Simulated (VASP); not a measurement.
Write the native input for VASP 6.6.1 that does the following.

| Property | Result |
| --- | --- |
| Task | single point |
| Functional | PBE |
| Potentials or basis | VASP PAW PBE potentials, release 64 (Pt) |
| Cutoff | 520 eV |
| k mesh | 12 × 12 × 12 |
| Occupations | fermi-dirac, width 0.1 eV |
| Spin | no spin polarisation |
| Dipole correction | no |
| Further INCAR settings | ALGO = Normal; EDIFF = 1e-06; NBANDS = 11 |

The structure of Pt lies in POSCAR:

```
Pt
1.0
    0.0000000000      1.9609000000      1.9609000000
    1.9609000000      0.0000000000      1.9609000000
    1.9609000000      1.9609000000      0.0000000000
Pt
1
Direct
    0.0000000000      0.0000000000      0.0000000000
```

One way to write it, as run:

INCAR

```
SYSTEM = Pt
  PREC = Accurate
  ENCUT = 520
  EDIFF = 1E-6
  ISMEAR = -1
  SIGMA = 0.1
  LREAL = .False.
  LASPH = .True.
  NELM = 80
  ALGO = Normal
  ISIF = 2
  LWAVE = .False.
  LCHARG = .True.
  GGA = PE
  LELF = .True.
  LVHAR = .True.
  NBANDS = 11
```

KPOINTS

```
Automatic mesh
0
Gamma
  12 12 12
  0 0 0
```

Potentials or basis: VASP PAW PBE potentials, release 64 (Pt).

Run with:

```sh
$ cat potpaw_PBE.64/Pt/POTCAR > POTCAR
$ mpirun -np 1 vasp_std > vasp.out
```

It gave:

```
Pressure               : 10.0 GPa
Band gap on the k mesh : zero (band 5 reaches 11.77 eV, above the bottom of band 6 at 9.54 eV)
```

Caveat: spin-orbit coupling is left out, which moves the levels of the heavy elements.

Run time: 5.8 s on 1 thread of Intel(R) Xeon(R) 6975P-C (Granite Rapids), on a shared host, peak memory 0.14 GiB.
